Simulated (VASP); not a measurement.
A run of VASP 6.6.1:

Contents of INCAR:

```
SYSTEM = GaP
ALGO     = Normal         ! electronic algorithm
EDIFF    = 1E-7           ! SCF threshold, eV
ENCUT    = 520            ! plane-wave cutoff, eV
GGA      = PS             ! functional
ISIF     = 2              ! what is computed and relaxed
ISMEAR   = 0              ! smearing method
LASPH    = .True.         ! aspherical terms in the spheres
LCHARG   = .False.        ! write CHGCAR
LREAL    = .False.        ! projectors in reciprocal space
LWAVE    = .False.        ! write WAVECAR
NBANDS   = 16             ! bands
NELM     = 100            ! most SCF steps
PREC     = Accurate       ! precision mode
SIGMA    = 0.05           ! smearing width, eV
```

File KPOINTS:

```
k-points
0
Gamma
  10 10 10
  0 0 0
```

The input POSCAR:

```
GaP
1.0
    0.0000000000      2.8687877786      2.6477044564
    2.6477044564      0.0000000000      2.6477044564
    2.6477044564      2.8687877786      0.0000000000
Ga P
1 1
Direct
    0.0000000000      0.0000000000      0.0000000000
    0.7500000000      0.7500000000      0.7500000000
```

Potentials or basis: VASP PAW PBE potentials, release 64 (Ga_d, P).

Run with:

```bash
$ cat potpaw_PBE.64/Ga_d/POTCAR potpaw_PBE.64/P/POTCAR > POTCAR
$ mpirun -np 1 vasp_std > vasp.out
```

Hardware: 1 thread of Intel(R) Xeon(R) Platinum 8259CL CPU @ 2.50GHz (Skylake/Cascade Lake) (shared host).

Question: Estimate the wall time of this run.

Answer: It took 69 s on 1 thread of Intel(R) Xeon(R) Platinum 8259CL CPU @ 2.50GHz (Skylake/Cascade Lake) (shared host), peak memory 0.2 GiB. Counts: scf iterations 14, k points 102.
